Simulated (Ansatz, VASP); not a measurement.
# Ti6H: VASP beside Ansatz

```
Ti H
1.0
     5.87633    0.00000    0.00000
     0.00000    4.65047    0.00000
     0.00000    0.00000   23.78422
Ti H
12 2
Direct
  0.00000 0.75000 0.16818
  0.50000 0.75000 0.16818
  0.25000 0.25000 0.20384
  0.75000 0.25000 0.20384
  0.25000 0.75000 0.27516
  0.75000 0.75000 0.27516
  0.00000 0.25000 0.30975
  0.50000 0.25000 0.30975
  0.00000 0.75000 0.37770
  0.50000 0.75000 0.37770
  0.25000 0.25000 0.41137
  0.75000 0.25000 0.41137
  0.14951 0.25000 0.52069
  0.35049 0.25000 0.52069
```

Alike in both runs: task single point; functional PBE; k mesh 5 × 6 × 1; occupations gaussian, width 0.1 eV; no spin polarisation.

|  | VASP | Ansatz |
| --- | --- | --- |
| version | VASP 6.6.1 | Ansatz 0.2.0 |
| potentials or method | VASP PAW PBE potentials, release 64 (Ti_sv, H), cutoff 520 eV | scalar-relativistic, plane waves, PAW |
| valence electrons in the cell | 146 | 146 |

Ansatz gave:

```
gap on the k mesh at the Fermi level (eV) : none
rms of the force components (eV/Å)        : 0.763
```

Task: Estimate VASP's values.

Result: gap on the k mesh at the Fermi level (eV): none; rms of the force components (eV/Å): 0.764.

Atom by atom the forces differ by 0.006 eV/Å (rms over components). A gap of «none» marks a metal or a gap that the smearing closes. Ansatz's warnings: vacuum below fermi.
